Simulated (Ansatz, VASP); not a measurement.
# CdTe: VASP beside Ansatz

File INCAR:

```
  ALGO = Normal
  EDIFF = 1E-7
  ENCUT = 520
  GGA = CA
  ISIF = 2
  ISMEAR = 0
  LASPH = True
  LCHARG = True
  LELF = True
  LREAL = False
  LVHAR = True
  LWAVE = False
  NBANDS = 16
  NELM = 60
  PREC = Accurate
  SIGMA = 0.05
```

The input KPOINTS:

```
k-points
0
Gamma
  8 8 8
```

File POSCAR:

```
CdTe
1.0
    0.0000000000      2.9828545674      3.2323955000
    3.2323955000      0.0000000000      3.2323955000
    3.2323955000      2.9828545674      0.0000000000
Cd Te
1 1
Direct
    0.0000000000      0.0000000000      0.0000000000
    0.7500000000      0.7500000000      0.7500000000
```

Input for Ansatz:

```yaml
crystal:
  lattice:
    - [0.0, 2.9828545674, 3.2323955]
    - [3.2323955, 0.0, 3.2323955]
    - [3.2323955, 2.9828545674, 0.0]
  atoms:
    - { symbol: Cd, position: [0.0, 0.0, 0.0] }
    - { symbol: Te, position: [0.75, 0.75, 0.75] }
basis:
  ecutwfc: 420
kpoints:
  mp_grid: { grid: [8, 8, 8] }
hamiltonian:
  xc: lda
  pseudopotentials: { kind: paw }
scf:
  occupations: { method: gaussian, width: 0.05 }
output:
  forces: true
  stress: true
  eigenvalues: true
```

Alike in both runs: task single point; functional LDA; k mesh 8 × 8 × 8; occupations gaussian, width 0.05 eV; no spin polarisation.

|  | VASP | Ansatz |
| --- | --- | --- |
| version | VASP 6.6.1 | Ansatz 0.2.0 |
| potentials or method | VASP PAW LDA potentials, release 64 (Cd, Te), cutoff 520 eV | scalar-relativistic, plane waves, PAW |
| valence electrons in the cell | 18 | 36 |

|  | VASP | Ansatz | Ansatz less VASP |
| --- | --- | --- | --- |
| gap on the k mesh at the Fermi level (eV) | 0.65 | 0.60 | -0.046 |
| least direct gap on the mesh (eV) | 0.65 | 0.60 | -0.046 |
| pressure (GPa) | 3.0 | 2.7 | -0.34 |
| traceless stress, the component that is largest in VASP (GPa) | 0.68 | 0.69 | +0.018 |

LDA's correlation is that of Perdew and Zunger in VASP and of Perdew and Wang (1992) in Ansatz. VASP's potentials hold 18 valence electrons a cell and Ansatz's 36, so a difference there can come from the potentials and not from the codes.

Neither program's run includes spin-orbit coupling.
